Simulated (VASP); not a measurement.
Set up this calculation in VASP 6.6.1, as the native input.

| Property | Result |
| --- | --- |
| Task | single point |
| Functional | r2SCAN |
| Potentials or basis | VASP PAW PBE potentials, release 64 (Mg, Be) |
| Cutoff | 520 eV |
| k mesh | 9 × 9 × 4 |
| Occupations | gaussian, width 0.1 eV |
| Spin | no spin polarisation |
| Dipole correction | no |
| Further INCAR settings | ALGO = Normal; EDIFF = 1e-07; NBANDS = 9 |

Crystal: MgBe.

```
Mg Be
1.0
     2.39955    0.00000    0.00000
    -1.19977    2.07807    0.00000
     0.00000    0.00000    4.90091
Mg Be
1 1
Direct
  0.99732 0.00815 0.04509
  0.99061 0.98647 0.59210
```

These files were run (other wordings do the same):

POSCAR

```
MgBe
1.0
    2.3995486400      0.0000000000      0.0000000000
   -1.1997743200      2.0780700800      0.0000000000
    0.0000000000      0.0000000000      4.9009135800
Mg Be
1 1
Direct
   -0.0026840000      0.0081470000      0.0450920000
   -0.0093910000     -0.0135330000      0.5920960000
```

INCAR.step1

```
PREC = Accurate
ENCUT = 520
ISMEAR = 0
SIGMA = 0.1
LREAL = F
LASPH = T
NELM = 60
NBANDS = 9
GGA = PE
ALGO = Normal
EDIFF = 1E-4
LWAVE = T
LCHARG = F
```

INCAR.step2

```
PREC = Accurate
ENCUT = 520
EDIFF = 1E-7
ISMEAR = 0
SIGMA = 0.1
LREAL = F
LASPH = T
NELM = 60
ALGO = Normal
ISIF = 2
LWAVE = F
LCHARG = T
METAGGA = R2SCAN
LMIXTAU = T
LELF = T
LVHAR = T
NBANDS = 9
ISTART = 1
```

KPOINTS

```
regular mesh
0
Gamma
  9 9 4
```

Potentials or basis: VASP PAW PBE potentials, release 64 (Mg, Be).

Launch:

```console
$ cat potpaw_PBE.64/Mg/POTCAR potpaw_PBE.64/Be/POTCAR > POTCAR
$ cp INCAR.step1 INCAR
$ mpirun -np 1 vasp_std > vasp.out
$ cp INCAR.step2 INCAR
$ mpirun -np 1 vasp_std > vasp.out
```

Results of the run:

* Pressure: 33.4 GPa
* Largest force: 1.661 eV/Å
* Band gap on the k mesh: zero (bands 2 and 3 overlap by 4.50 eV)

Caveat: the stress differs along the axes, from 21 to 40 GPa; the PAW data sets were made with another functional, which shifts forces and pressure a little.

Run time: 3.2 min on 1 thread of Oxide Virtual Turin-like Processor (shared host), peak memory 0.13 GiB.
